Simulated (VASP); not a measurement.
# Tl (Fm-3m) in VASP: single point with PBEsol

Aim: the single point of Tl with PBEsol.

Program: VASP 6.6.1. These are calculated values, not measurements. Logs are shortened: lines on timing, memory, paths and dates and some standing lists are left out, and cuts for length are marked.

## 1. The cell of the first run

It takes space group Fm-3m (No. 225, cubic). Conventional cell: a = 4.842 Å, b = 4.842 Å, c = 4.842 Å, α = 90.00°, β = 90.00°, γ = 90.00°. Tl (site symmetry m-3m) has 12 Tl at 3.42 Å within 4.5 Å.

## 2. Single point, PBEsol

INCAR

```
ALGO = Fast ; EDIFF = 1E-6
ENCUT = 520 ; GGA = PS
ISIF = 2 ; ISMEAR = 0
LASPH = T ; LCHARG = F
LREAL = F ; LWAVE = F
NBANDS = 12 ; NELM = 100
PREC = Accurate ; SIGMA = 0.15
```

KPOINTS

```
k-points
0
Gamma
  16 16 16
```

POSCAR

```
Tl
1.0
    0.0000000000      2.4209731547      2.4209731547
    2.4209731547      0.0000000000      2.4209731547
    2.4209731547      2.4209731547      0.0000000000
Tl
1
Direct
    0.0000000000      0.0000000000      0.0000000000
```

Potentials or basis: VASP PAW PBE potentials, release 64 (Tl_d).

Launch:

```bash
> cat potpaw_PBE.64/Tl_d/POTCAR > POTCAR
> mpirun -np 1 vasp_std > vasp.out
```

OUTCAR:

```text
EDIFF = 1E-6
   ENCUT = 520
   GGA = PS
   ISIF = 2
   ISMEAR = 0
   LASPH = T
   LREAL = F
   NELM = 100
   PREC = Accurate

 ion  position               nearest neighbor table
   1  0.000  0.000  0.000-

  LATTYP: Found a face centered cubic cell.
 ALAT       =     4.8419463094

  Lattice vectors:

 A1 = (   0.0000000000,   2.4209731547,   2.4209731547)
 A2 = (   2.4209731547,   0.0000000000,   2.4209731547)
 A3 = (   2.4209731547,   2.4209731547,   0.0000000000)

Analysis of symmetry for initial positions (statically):
=====================================================================
 Subroutine PRICEL returns:
 Original cell was already a primitive cell.

 Routine SETGRP: Setting up the symmetry group for a
 face centered cubic supercell.

 Subroutine GETGRP returns: Found 48 space group operations
 (whereof 48 operations were pure point group operations)
 out of a pool of 48 trial point group operations.

The static configuration has the point symmetry O_h .

Analysis of symmetry for dynamics (positions and initial velocities):
=====================================================================
 Subroutine PRICEL returns:
 Original cell was already a primitive cell.

 Routine SETGRP: Setting up the symmetry group for a
 face centered cubic supercell.

 Subroutine GETGRP returns: Found 48 space group operations
 (whereof 48 operations were pure point group operations)
 out of a pool of 48 trial point group operations.

The dynamic configuration has the point symmetry O_h .

 Subroutine INISYM returns: Found 48 space group operations
 (whereof 48 operations are pure point group operations),
 and found     1 'primitive' translations

----------------------------------------------------------------------------------------

                                     Primitive cell

  volume of cell :      28.3792

  direct lattice vectors                    reciprocal lattice vectors
     0.000000000  2.420973155  2.420973155    -0.206528519  0.206528519  0.206528519
     2.420973155  0.000000000  2.420973155     0.206528519 -0.206528519  0.206528519
     2.420973155  2.420973155  0.000000000     0.206528519  0.206528519 -0.206528519

  length of vectors
     3.423773070  3.423773070  3.423773070     0.357717888  0.357717888  0.357717888

  position of ions in fractional coordinates (direct lattice)
     0.000000000  0.000000000  0.000000000

  ion indices of the primitive-cell ions
   primitive index   ion index
                 1           1

----------------------------------------------------------------------------------------

 KPOINTS: k-points

Automatic generation of k-mesh.
 Grid dimensions read from file:
 generate k-points for:   16   16   16

 Generating k-lattice:

  Cartesian coordinates                     Fractional coordinates (reciprocal lattice)
    -0.012908032  0.012908032  0.012908032     0.062500000  0.000000000  0.000000000
     0.012908032 -0.012908032  0.012908032     0.000000000  0.062500000  0.000000000
     0.012908032  0.012908032 -0.012908032     0.000000000  0.000000000  0.062500000

  Length of vectors
     0.022357368  0.022357368  0.022357368

  Shift w.r.t. Gamma in fractional coordinates (k-lattice)
     0.000000000  0.000000000  0.000000000

 Subroutine IBZKPT returns following result:
 ===========================================

 Found    145 irreducible k-points:

 Following reciprocal coordinates:
            Coordinates               Weight
  0.000000  0.000000  0.000000      1.000000
  0.062500  0.000000  0.000000      8.000000
  0.125000  0.000000  0.000000      8.000000
  0.187500  0.000000  0.000000      8.000000
  0.250000  0.000000  0.000000      8.000000
  0.312500  0.000000  0.000000      8.000000
[... 16 lines left out ...]
 -0.125000  0.062500  0.000000     24.000000
 -0.062500  0.062500  0.000000     12.000000
 [... further k-points ...]
   k-points           NKPTS =    145   k-points in BZ     NKDIM =    145   number of bands    NBANDS=     12
   number of dos      NEDOS =    301   number of ions     NIONS =      1
   total plane-waves  NPLWV =  21952
   dimension x,y,z NGX =    28 NGY =   28 NGZ =   28
   dimension x,y,z NGXF=    56 NGYF=   56 NGZF=   56
   ions per type =               1
   NGX,Y,Z   is equivalent  to a cutoff of  13.60, 13.60, 13.60 a.u.
   NGXF,Y,Z  is equivalent  to a cutoff of  27.19, 27.19, 27.19 a.u.
 SYSTEM =  unknown system
   PREC   = accura    normal or accurate (medium, high low for compatibility)
   ISTART =      0    job   : 0-new  1-cont  2-samecut
   ICHARG =      2    charge: 1-file 2-atom 10-const
   ISPIN  =      1    spin polarized calculation?
   LNONCOLLINEAR =      F non collinear calculations
   LSORBIT =      F    spin-orbit coupling
   LASPH  =      T    aspherical Exc in radial PAW
   ENCUT  =  520.0 eV  38.22 Ry    6.18 a.u.   6.37  6.37  6.37*2*pi/ulx,y,z
   NELM   =    100;   NELMIN=  2; NELMDL= -5     # of ELM steps
   EDIFF  = 0.1E-05   stopping-criterion for ELM
   LREAL  =      F    real-space projection
   EDIFFG = 0.1E-04   stopping-criterion for IOM
   NSW    =      0    number of steps for IOM
   IBRION =     -1    ionic relax: 0-MD 1-quasi-New 2-CG
   NFREE  =      0    steps in history (QN), initial steepest desc. (CG)
   ISIF   =      2    stress and relaxation
   ISYM   =      2    0-nonsym 1-usesym 2-fastsym
   POTIM  = 0.5000    time-step for ionic-motion
   TEBEG  =    0.0;   TEEND  =   0.0 temperature during run
   PSTRESS=    0.0 pullay stress
   NELECT =      13.0000    total number of electrons
   NUPDOWN=      -1.0000    fix difference up-down
   EMIN   =  10.00;   EMAX   =-10.00  energy-range for DOS
   EFERMI =   0.00;   METHOD = LEGACY
   ISMEAR =     0;   SIGMA  =   0.15  broadening in eV -4-tet -1-fermi 0-gaus
   EFERMI_NEDOS =   21; number of points for ismear=-14 and -15
   IALGO  =     68    algorithm
   IMIX   =      4    mixing-type and parameters
     AMIX     =   0.40;   BMIX     =  1.00
     AMIX_MAG =   1.60;   BMIX_MAG =  1.00
  volume/ion in A,a.u.               =      28.38       191.51
  Fermi-wavevector in a.u.,A,eV,Ry     =   1.261990  2.384816 21.668900  1.592619
  Thomas-Fermi vector in A             =   2.395421
   LORBIT       =      0    0 simple, 1 ext, 2 COOP (PROOUT), +10 PAW based schemes
   GGA     = PS    functional components
   LHFCALC =     F    Hartree Fock is set to
   AEXX    =    0.0000 exact exchange contribution
   IVDW    =     0    specifies the selected vdW correction
   LEPSILON=     F    determine dielectric tensor
   LRPA    =     F    only Hartree local field effects (RPA)
 non-spin polarized calculation
 RMM-DIIS sequential band-by-band and
 Gauss-broadening in eV      SIGMA  =   0.15
  energy-cutoff  :      520.00
  volume of cell :       28.38
 maximum number of plane-waves:       778
 NGX is ok and might be reduce to    28
   NGX = 13   NGY = 13   NGZ = 13

 number of electron      13.0000000 magnetization

 Free energy of the ion-electron system (eV)
  ---------------------------------------------------
  ext. energy  EPLUGINS =         0.00000000
  ---------------------------------------------------
  free energy    TOTEN  =        -2.61966271 eV

  energy without entropy =       -2.61339301  energy(sigma->0) =       -2.61652786

 E-fermi :   6.4357     XC(G=0): -10.4061

 val. band max:        6.4291807905   @ k =   0.3750   0.0625   0.0000
 cond. band min:       6.4419581534   @ k =  -0.3125   0.2500   0.0000
 fundamental gap:      0.0127773630
 Fermi energy:         6.4356645218

 k-point     1 :       0.0000    0.0000    0.0000
  band No.  band energies     occupation
      1      -5.0908      2.00000
      2      -5.0908      2.00000
      3      -5.0908      2.00000
      4      -4.8055      2.00000
      5      -4.8055      2.00000
      6      -3.6563      2.00000
      7      16.8069      0.00000
      8      16.8069      0.00000
      9      16.8069      0.00000
     10      17.4060      0.00000
     11      20.8565      0.00000
     12      21.6241      0.00000

 k-point     2 :       0.0625    0.0000    0.0000
  band No.  band energies     occupation
      1      -5.0942      2.00000
      2      -5.0798      2.00000
      3      -5.0798      2.00000
      4      -4.8073      2.00000
      5      -4.8073      2.00000
      6      -3.5719      2.00000
      7      15.7409      0.00000
      8      16.7140      0.00000
      9      16.7140      0.00000
     10      17.3669      0.00000
     11      21.1274      0.00000
     12      21.7751      0.00000

 k-point     3 :       0.1250    0.0000    0.0000
  band No.  band energies     occupation
      1      -5.1084      2.00000
      2      -5.0528      2.00000
      3      -5.0528      2.00000
      4      -4.8080      2.00000
      5      -4.8080      2.00000
      6      -3.3131      2.00000
      7      13.7254      0.00000
      8      16.4617      0.00000
      9      16.4617      0.00000
     10      17.3502      0.00000
     11      21.1008      0.00000
     12      22.0694      0.00000

 k-point     4 :       0.1875    0.0000    0.0000
  band No.  band energies     occupation
      1      -5.1384      2.00000
      2      -5.0278      2.00000
      3      -5.0278      2.00000
      4      -4.7924      2.00000
      5      -4.7924      2.00000
      6      -2.8714      2.00000
      7      11.5925      0.00000
      8      16.1069      0.00000
      9      16.1069      0.00000
     10      17.3158      0.00000
     11      20.5680      0.00000
     12      21.6148      0.00000

 k-point     5 :       0.2500    0.0000    0.0000
  band No.  band energies     occupation
      1      -5.1815      2.00000
      2      -5.0240      2.00000
      3      -5.0240      2.00000
      4      -4.7464      2.00000
      5      -4.7464      2.00000
      6      -2.2458      2.00000
      7       9.5206      0.00000
      8      15.7090      0.00000
      9      15.7090      0.00000
     10      17.2390      0.00000
     11      19.9726      0.00000
     12      21.0517      0.00000

 k-point     6 :       0.3125    0.0000    0.0000
  band No.  band energies     occupation
      1      -5.2293      2.00000
      2      -5.0388      2.00000
      3      -5.0388      2.00000
      4      -4.6799      2.00000
      5      -4.6799      2.00000
      6      -1.4452      2.00000
      7       7.5715      0.00000
      8      15.3238      0.00000
      9      15.3238      0.00000
     10      17.1159      0.00000
     11      19.5272      0.00000
     12      20.6046      0.00000

 k-point     7 :       0.3750    0.0000    0.0000
  band No.  band energies     occupation
      1      -5.2718      2.00000
      2      -5.0586      2.00000
      3      -5.0586      2.00000
      4      -4.6146      2.00000
      5      -4.6146      2.00000
      6      -0.4938      2.00000
      7       5.7906      2.00000
      8      15.0033      0.00000
      9      15.0033      0.00000
     10      16.9736      0.00000
     11      19.2519      0.00000
     12      20.2931      0.00000

 k-point     8 :       0.4375    0.0000    0.0000
  band No.  band energies     occupation
      1      -5.3009      2.00000
      2      -5.0738      2.00000
      3      -5.0738      2.00000
      4      -4.5681      2.00000
      5      -4.5681      2.00000
      6       0.5242      2.00000
      7       4.2718      2.00000
      8      14.7915      0.00000
      9      14.7915      0.00000
     10      16.8607      0.00000
     11      19.1116      0.00000
     12      20.1120      0.00000
[... 166 lines left out ...]
 k-point    20 :      -0.3125    0.0625    0.0000
  band No.  band energies     occupation
      1      -5.2289      2.00000
      2      -5.0466      2.00000
      3      -5.0319      2.00000
      4      -4.6949      2.00000
      5      -4.6419      2.00000
      6      -1.0682      2.00000
      7       7.0226      0.00000
      8      13.8849      0.00000
      9      15.6316      0.00000
     10      17.2272      0.00000
     11      19.3314      0.00000
     12      20.2496      0.00000

 k-point    21 :      -0.2500    0.0625    0.0000
  band No.  band energies     occupation
      1      -5.1857      2.00000
      2      -5.0279      2.00000
      3      -5.0134      2.00000
      4      -4.7694      2.00000
      5      -4.7011      2.00000
      6      -1.9197      2.00000
      7       8.9089      0.00000
      8      14.1097      0.00000
      9      16.2077      0.00000
     10      17.5839      0.00000
     11      19.4192      0.00000
     12      20.4476      0.00000

 k-point    22 :      -0.1875    0.0625    0.0000
  band No.  band energies     occupation
      1      -5.1456      2.00000
      2      -5.0213      2.00000
      3      -5.0110      2.00000
      4      -4.8217      2.00000
      5      -4.7532      2.00000
      6      -2.6041      2.00000
      7      10.9276      0.00000
      8      14.4452      0.00000
      9      16.7150      0.00000
     10      17.7985      0.00000
     11      19.7460      0.00000
     12      20.8223      0.00000

 k-point    23 :      -0.1250    0.0625    0.0000
  band No.  band energies     occupation
      1      -5.1173      2.00000
      2      -5.0356      2.00000
      3      -5.0336      2.00000
      4      -4.8338      2.00000
      5      -4.7842      2.00000
      6      -3.1082      2.00000
      7      13.0129      0.00000
      8      14.8870      0.00000
      9      17.0092      0.00000
     10      17.7612      0.00000
     11      20.3309      0.00000
     12      21.4118      0.00000

 k-point    24 :      -0.0625    0.0625    0.0000
  band No.  band energies     occupation
      1      -5.1026      2.00000
      2      -5.0660      2.00000
      3      -5.0577      2.00000
      4      -4.8221      2.00000
      5      -4.7977      2.00000
      6      -3.4291      2.00000
      7      14.8902      0.00000
      8      15.5717      0.00000
      9      16.9963      0.00000
     10      17.5458      0.00000
     11      20.9127      0.00000
     12      21.6725      0.00000

 [... further k-points ...]
[... 5 lines left out ...]
  --------------------------------------------------------------------------------------
  -------------------------------------------------------------------------------------
  Total       -0.0266638     -0.0266638     -0.0266638     -0.0000000      0.0000000      0.0000000
  in kB       -1.5053317     -1.5053317     -1.5053317     -0.0000000      0.0000000      0.0000000
  external PRESSURE =      -1.5053317 kB  Pullay stress =       0.0000000 kB

 VOLUME and BASIS-vectors are now :
 -----------------------------------------------------------------------------
  energy-cutoff  :      520.00
  volume of cell :       28.38
      direct lattice vectors                 reciprocal lattice vectors
     0.000000000  2.420973155  2.420973155    -0.206528519  0.206528519  0.206528519
     2.420973155  0.000000000  2.420973155     0.206528519 -0.206528519  0.206528519
     2.420973155  2.420973155  0.000000000     0.206528519  0.206528519 -0.206528519

 POSITION                                       TOTAL-FORCE (eV/Angst)
 -----------------------------------------------------------------------------------
      0.00000      0.00000      0.00000         0.000000      0.000000     -0.000000
 -----------------------------------------------------------------------------------
    total drift:                               -0.000000     -0.000000     -0.000000

  FREE ENERGIE OF THE ION-ELECTRON SYSTEM (eV)
  ---------------------------------------------------
  free  energy   TOTEN  =        -2.6196627114 eV

  energy  without entropy=       -2.6133930124  energy(sigma->0) =       -2.61652786
```

Wall time 26 s (1 thread of Intel Xeon Platinum 8488C (Sapphire Rapids), shared host); peak memory 0.18 GiB.

What came out:

```
Free energy : -2.6197 eV
Pressure    : -0.2 GPa
```

Caveat: the PAW data sets were made with another functional, which shifts forces and pressure a little; spin-orbit coupling is left out, which moves the levels of the heavy elements.
